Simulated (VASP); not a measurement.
The system is CsSnI3.

```
I Cs Sn
1.0
     4.29226    2.47813    3.63236
    -4.29226    2.47813    3.63236
     0.00000   -4.95628    3.63236
I Cs Sn
3 1 1
Direct
  0.50693 0.99874 0.50693
  0.50693 0.50693 0.99874
  0.99874 0.50693 0.50693
  0.01000 0.01000 0.01000
  0.53943 0.53943 0.53943
```

- Program: VASP 6.6.1
- Task: relaxation of cell and atoms
- Functional: revPBE
- Potentials or basis: VASP PAW PBE potentials, release 64 (I, Cs_sv, Sn_d)
- Cutoff: 600 eV
- k mesh: 4 × 4 × 4
- Occupations: fermi-dirac, width 0.1 eV
- Spin: no spin polarisation

At the start: pressure 3.3 GPa; volume 46.36 Å³/atom.

Question: Where does the relaxation end?

Answer: Over 46 steps the energy falls by 85.9 meV/atom and the volume is 59.51 Å³/atom (+28.3 %); space group R3m (No. 160, to 0.1 Å) before and after.

Step by step:
| step | energy change (eV) | largest force (eV/Å) | pressure (GPa) | volume (Å³) |
| --- | --- | --- | --- | --- |
| 1 | 0.0000 | 1.0479 | 3.31 | 231.82 |
| 3 | -0.4003 | 0.0819 | 0.02 | 270.72 |
| 5 | -0.4017 | 0.0681 | 0.06 | 270.63 |
| 7 | -0.4103 | 0.0429 | -0.01 | 277.23 |
| 9 | -0.4125 | 0.0183 | -0.01 | 282.29 |
| 11 | -0.4129 | 0.0293 | 0.04 | 281.65 |
| 13 | -0.4131 | 0.0109 | 0.00 | 282.44 |
| 15 | -0.4131 | 0.0111 | -0.01 | 282.66 |
| 17 | -0.4131 | 0.0116 | -0.02 | 282.86 |
| 19 | -0.4131 | 0.0118 | -0.01 | 282.79 |
| 21 | -0.4132 | 0.0153 | 0.00 | 282.45 |
| 23 | -0.4132 | 0.0204 | 0.01 | 282.32 |
| 25 | -0.4134 | 0.0202 | 0.01 | 282.32 |
| 27 | -0.4138 | 0.0190 | 0.00 | 282.34 |
| 29 | -0.4150 | 0.0158 | -0.02 | 282.37 |
| 31 | -0.4152 | 0.0137 | -0.02 | 282.27 |
| 33 | -0.4161 | 0.0120 | 0.01 | 281.79 |
| 35 | -0.4179 | 0.0089 | 0.01 | 282.01 |
| 37 | -0.4224 | 0.0729 | 0.02 | 282.88 |
| 39 | -0.4238 | 0.0730 | 0.03 | 284.29 |
| 41 | -0.4276 | 0.0766 | 0.13 | 295.98 |
| 43 | -0.4294 | 0.0262 | -0.01 | 296.34 |
| 45 | -0.4295 | 0.0207 | -0.01 | 296.62 |
| 46 | -0.4296 | 0.0089 | 0.00 | 297.54 |

Final structure:
```
CELL_PARAMETERS angstrom
4.53669 2.61925 4.17329
-4.53669 2.61925 4.17329
0.00000 -5.23852 4.17329
ATOMIC_POSITIONS crystal
I 0.49141 0.97884 0.49141
I 0.49141 0.49141 0.97884
I 0.97884 0.49141 0.49141
Cs 0.06769 0.06769 0.06769
Sn 0.53268 0.53268 0.53268
```

Caveat: the volume moved by over 15 % at a fixed basis, so the end points are rough; the PAW data sets were made with another functional, which shifts forces and pressure a little.
